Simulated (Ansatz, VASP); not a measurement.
KI in VASP and in Ansatz

Contents of INCAR:

```
PREC = Accurate
ENCUT = 500
EDIFF = 1E-6
ISMEAR = 0
SIGMA = 0.1
LREAL = False
LASPH = True
NELM = 120
ALGO = Normal
ISIF = 2
LWAVE = False
LCHARG = False
GGA = PE
NBANDS = 15
GGA_COMPAT = False
```

File KPOINTS:

```
Automatic mesh
0
Gamma
  6 6 6
```

File POSCAR:

```
KI
1.0
    0.0000000000      3.3647455697      3.3647455697
    3.3647455697      0.0000000000      3.3647455697
    3.3647455697      3.3647455697      0.0000000000
K I
1 1
Direct
    0.0000000000      0.0000000000      0.0000000000
    0.5000000000      0.5000000000      0.5000000000
```

Input for Ansatz:

```yaml
crystal:
  lattice:
    - [0.0, 3.3647455697, 3.3647455697]
    - [3.3647455697, 0.0, 3.3647455697]
    - [3.3647455697, 3.3647455697, 0.0]
  atoms:
    - { symbol: K, position: [0.0, 0.0, 0.0] }
    - { symbol: I, position: [0.5, 0.5, 0.5] }
basis:
  ecutwfc: 420
kpoints:
  mp_grid: { grid: [6, 6, 6] }
hamiltonian:
  xc: pbe
scf:
  occupations: { method: gaussian, width: 0.1 }
output:
  forces: true
  stress: true
  eigenvalues: true
```

Alike in both runs: task single point; functional PBE; k mesh 6 × 6 × 6; occupations gaussian, width 0.1 eV; no spin polarisation.

|  | VASP | Ansatz |
| --- | --- | --- |
| version | VASP 6.6.1 | Ansatz 0.2.0 |
| potentials or method | VASP PAW PBE potentials, release 64 (K_sv, I), cutoff 500 eV | scalar-relativistic, plane waves, PAW |
| valence electrons in the cell | 16 | 26 |

|  | VASP | Ansatz | Ansatz less VASP |
| --- | --- | --- | --- |
| gap on the k mesh at the Fermi level (eV) | 4.34 | 4.34 | +0.006 |
| least direct gap on the mesh (eV) | 4.34 | 4.34 | +0.006 |
| pressure (GPa) | 3.4 | 3.3 | -0.07 |

VASP's potentials hold 16 valence electrons a cell and Ansatz's 26, so a difference there can come from the potentials and not from the codes.

Spin-orbit coupling is off throughout.
